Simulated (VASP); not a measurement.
**CdS: single point with PBE**

Crystal: CdS.

```
Cd S
1.0
     0.00000    2.74754    2.74754
     2.74754    0.00000    2.74754
     2.74754    2.74754    0.00000
Cd S
1 1
Direct
  0.00000 0.00000 0.00000
  0.50000 0.50000 0.50000
```

```yaml
Program: VASP 6.6.1
Task: single point
Functional: PBE
Potentials_or_basis: VASP PAW PBE potentials, release 64 (Cd, S)
Cutoff: 520 eV
k_mesh: 8 × 8 × 8
Occupations: fermi-dirac, width 0.05 eV
Spin: no spin polarisation
Dipole_correction: no
Further_INCAR_settings: ALGO = Normal; EDIFF = 1e-06; NBANDS = 16
```

```json
{
  "Pressure": "0.4 GPa",
  "Band gap on the k mesh": "0.26 eV, indirect (least direct gap 1.57 eV)"
}
```

Levels at points of the mesh, in eV from the valence-band top:
```csv
k point,band 6,band 7,band 8,band 9,band 10,band 11,band 12,band 13
"(0.00, 0.00, 0.00)",-7.58,-0.71,-0.71,-0.71,0.86,9.23,9.23,9.23
"(0.50, 0.00, 0.00)",-7.38,-4.78,0.00,0.00,3.53,5.93,5.93,6.71
"(0.50, 0.50, 0.00)",-6.66,-4.14,-2.08,-2.08,0.26,6.07,9.78,11.18
```

Run time: 25 s on 1 thread of Intel(R) Xeon(R) Platinum 8375C CPU @ 2.90GHz (Ice Lake) (shared host), peak memory 0.17 GiB.

A k mesh can miss the band edges.
